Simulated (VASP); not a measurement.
# ZnO: single point with LDA

Crystal: ZnO.

```
Zn O
1.0
     3.10645    0.00000    0.00000
    -1.55323    2.69027    0.00000
     0.00000    0.00000    5.42449
Zn O
2 2
Direct
  0.33333 0.66667 0.00185
  0.66667 0.33333 0.50185
  0.33333 0.66667 0.40286
  0.66667 0.33333 0.90286
```

This cell differs from its parent crystal: c/a of the conventional cell at fixed volume 1.7462.

```yaml
Program: VASP 6.6.1
Task: single point
Functional: LDA
Potentials_or_basis: VASP PAW LDA potentials, release 64 (Zn, O)
Cutoff: 520 eV
k_mesh: 12 × 12 × 6
Occupations: gaussian, width 0.05 eV
Spin: no spin polarisation
Dipole_correction: no
Further_INCAR_settings: ALGO = Normal; EDIFF = 1e-07; NBANDS = 26
```

The pressure is 6.9 GPa and the largest force is 0.945 eV/Å. The band gap on the k mesh is 0.70 eV, direct.

Forces on the atoms (eV/Å):
```
Zn   0.000  0.000  0.945
Zn   0.000  0.000  0.945
O    0.000  0.000 -0.945
O    0.000  0.000 -0.945
```

Stress tensor (GPa, compression positive):
```
 15.45   0.00   0.00
  0.00  15.45   0.00
  0.00   0.00 -10.17
```

Levels at points of the mesh, in eV from the valence-band top:
| k point | band 16 | band 17 | band 18 | band 19 | band 20 | band 21 |
| --- | --- | --- | --- | --- | --- | --- |
| (0.00, 0.00, 0.00) | -0.52 | 0.00 | 0.00 | 0.70 | 5.28 | 7.31 |
| (0.50, 0.00, 0.00) | -2.30 | -1.47 | -1.35 | 5.84 | 6.80 | 6.90 |
| (0.00, 0.00, 0.50) | -0.26 | -0.26 | -0.26 | 3.25 | 3.25 | 9.26 |
| (0.50, 0.00, 0.50) | -1.81 | -1.74 | -1.74 | 5.41 | 5.41 | 8.51 |

It took 48 s on 1 thread of AMD EPYC 9R14 (Zen 4), on a shared host, peak memory 0.16 GiB.
